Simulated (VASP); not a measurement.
A run of VASP 6.6.1 is set up as follows.

File INCAR:

```
SYSTEM = Hg
PREC     = Accurate       ! precision mode
ENCUT    = 520            ! plane-wave cutoff, eV
EDIFF    = 1E-6           ! SCF threshold, eV
ISMEAR   = -1             ! smearing method
SIGMA    = 0.05           ! smearing width, eV
LREAL    = .False.        ! projectors in reciprocal space
LASPH    = .True.         ! aspherical terms in the spheres
NELM     = 60             ! most SCF steps
ALGO     = Normal         ! electronic algorithm
ISIF     = 2              ! what is computed and relaxed
LWAVE    = .False.        ! write WAVECAR
LCHARG   = .False.        ! write CHGCAR
NBANDS   = 25             ! bands
```

KPOINTS

```
Automatic mesh
0
Gamma
  8 8 11
  0 0 0
```

POSCAR

```
Hg
1.0
    4.7526849557      0.0000000000      0.0000000000
   -2.3763424779      4.1159459078      0.0000000000
    0.0000000000      0.0000000000      2.7492757453
Hg
3
Direct
    0.0000000000      0.0000000000      0.0000000000
    0.3333333333      0.6666666667      0.5000000000
    0.6666666667      0.3333333333      0.5000000000
```

Potentials or basis: VASP PAW LDA potentials, release 64 (Hg).

The run is started by

```bash
$ cat potpaw_LDA.64/Hg/POTCAR > POTCAR
$ mpirun -np 1 vasp_std > vasp.out
```

Task: Predict the pressure.

Result: 28.2 GPa.

Task: Predict the band gap on the k mesh.

Result: Zero (bands 18 and 19 overlap by 4.10 eV).

Stress tensor (GPa, compression positive):
```
28.11  0.00  0.00
 0.00 28.11  0.00
 0.00  0.00 28.52
```

Caveat: the cell stands under pressure; spin-orbit coupling is left out, which moves the levels of the heavy elements.
